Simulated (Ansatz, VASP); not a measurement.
## TiO2: VASP beside Ansatz

```
Ti O
1.0
    -1.94557    1.94557    4.61305
     1.94557   -1.94557    4.61305
     1.94557    1.94557   -4.61305
Ti O
2 4
Cartesian
  0.0000 1.9456 2.3065
  0.0000 0.0000 0.0000
  0.0000 1.9456 0.3518
  0.0000 0.0000 7.2713
  0.0000 0.0000 1.9548
  0.0000 1.9456 4.2613
```

Change from the starting cell: epitaxial_xy strain +3.0%.

Alike in both runs: task single point; functional r2SCAN; k mesh 10 × 10 × 10; no spin polarisation.

|  | VASP | Ansatz |
| --- | --- | --- |
| version | VASP 6.6.1 | Ansatz 0.2.0 |
| potentials or method | VASP PAW PBE potentials, release 64 (Ti_sv, O) | plane waves, PAW |
| plane-wave cutoff (eV) | 520 | 500 |
| occupations | gaussian, width 0.01 eV | fixed |
| valence electrons in the cell | 48 | 48 |

VASP gave:

```
gap on the k mesh at the Fermi level (eV)                     : 2.33
pressure (GPa)                                                : -5.0
traceless stress, the component that is largest in VASP (GPa) : 6.23
rms of the force components (eV/Å)                            : 0.024
```

Q: Estimate Ansatz's values.

A: gap on the k mesh at the Fermi level (eV): 2.31; pressure (GPa): -6.1; traceless stress, the component that is largest in VASP (GPa): 6.06; rms of the force components (eV/Å): 0.000.

VASP's potentials were made for PBE, not for r2SCAN. Atom by atom the forces differ by 0.024 eV/Å (rms over components).
